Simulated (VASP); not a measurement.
Crystal: SnO.

```
Sn O
1.0
     3.79259    0.00000    0.00000
     0.00000    3.79259    0.00000
     0.00000    0.00000    4.85355
Sn O
2 2
Cartesian
  0.0000 1.8963 1.1496
  1.8963 0.0000 3.7039
  1.8963 1.8963 0.0000
  0.0000 0.0000 0.0000
```

This cell differs from its parent crystal: uniaxial z strain +2.0%.

Base run:

* Program: VASP 6.6.1
* Functional: r2SCAN
* Potentials or basis: VASP PAW PBE potentials, release 64 (Sn_d, O_h)
* Cutoff: 910 eV
* k mesh: 6 × 6 × 6
* Occupations: fermi-dirac, width 0.02 eV
* Spin: no spin polarisation

Its results: band gap on the k mesh 0.16 eV (least direct gap 2.32 eV); pressure 1.3 GPa; largest force 0.116 eV/Å.

The run is repeated on the same cell with these changes: functional from r2SCAN to PBE. What comes out?

Band gap on the k mesh 0.05 eV (least direct gap 1.98 eV); pressure 5.1 GPa; largest force 0.575 eV/Å.

Caveats: the cutoff is under 1.25 times the usual one of these potentials, so pressure, stress and relaxed cells hold a basis-set (Pulay) error; spin-orbit coupling is left out, which moves the levels of the heavy elements; the PAW data sets were made with another functional, which shifts forces and pressure a little (at least some runs); the cell stands under pressure (at least some runs).

A k mesh can miss the band edges.
